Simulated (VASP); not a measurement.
Wanted: the native input for a VASP 6.6.1 run.

- Task: relaxation of cell and atoms
- Functional: LDA
- Potentials or basis: VASP PAW LDA potentials, release 64 (Pb_d)
- Cutoff: 600 eV
- k mesh: 7 × 7 × 9
- Occupations: fermi-dirac, width 0.1 eV
- Spin: no spin polarisation
- Dipole correction: no
- Further INCAR settings: ALGO = Normal; EDIFF = 1e-06; IBRION = 2; EDIFFG = -0.01; NSW = 80; ISIF = 3

The structure of Pb lies in POSCAR:

```
Pb
1.0
    5.5548514655      0.0000000000      0.0000000000
   -2.7774257328      4.8106424834      0.0000000000
    0.0000000000      0.0000000000      3.4051239484
Pb
3
Direct
    0.0000000000      0.0000000000      0.0000000000
    0.3333333333      0.6666666667      0.5000000000
    0.6666666667      0.3333333333      0.5000000000
```

The input as run:

INCAR

```
SYSTEM = Pb
PREC = Accurate ; ENCUT = 600
EDIFF = 1E-6 ; ISMEAR = -1
SIGMA = 0.1 ; LREAL = .False.
LASPH = .True. ; NELM = 100
ALGO = Normal ; ISIF = 3
LWAVE = .False. ; LCHARG = .False.
IBRION = 2 ; NSW = 80
EDIFFG = -0.01
```

KPOINTS

```
Automatic mesh
0
Gamma
  7 7 9
  0 0 0
```

Potentials or basis: VASP PAW LDA potentials, release 64 (Pb_d).

Command:

```bash
$ cat potpaw_LDA.64/Pb_d/POTCAR > POTCAR
$ mpirun -np 1 vasp_std > vasp.out
```

It gave:

```
Relaxed volume                         : 29.25 Å³/atom
Relaxed cell                           : a = 5.504 Å, b = 5.504 Å, c = 3.344 Å, α = 90.00°, β = 90.00°, γ = 120.00°
Space group after relaxing (to 0.05 Å) : P6/mmm (No. 191)
Energy gained by relaxing              : 5.9 meV/atom
Ionic steps                            : 8
Pressure after relaxing                : 0.0 GPa
Band gap on the k mesh                 : zero (band 21 reaches 9.49 eV, above the bottom of band 22 at 5.28 eV)
```

Caveat: spin-orbit coupling is left out, which moves the levels of the heavy elements.

It took 3.2 min on 1 thread of Intel(R) Xeon(R) 6975P-C (Granite Rapids), with other jobs on the host, peak memory 0.25 GiB.
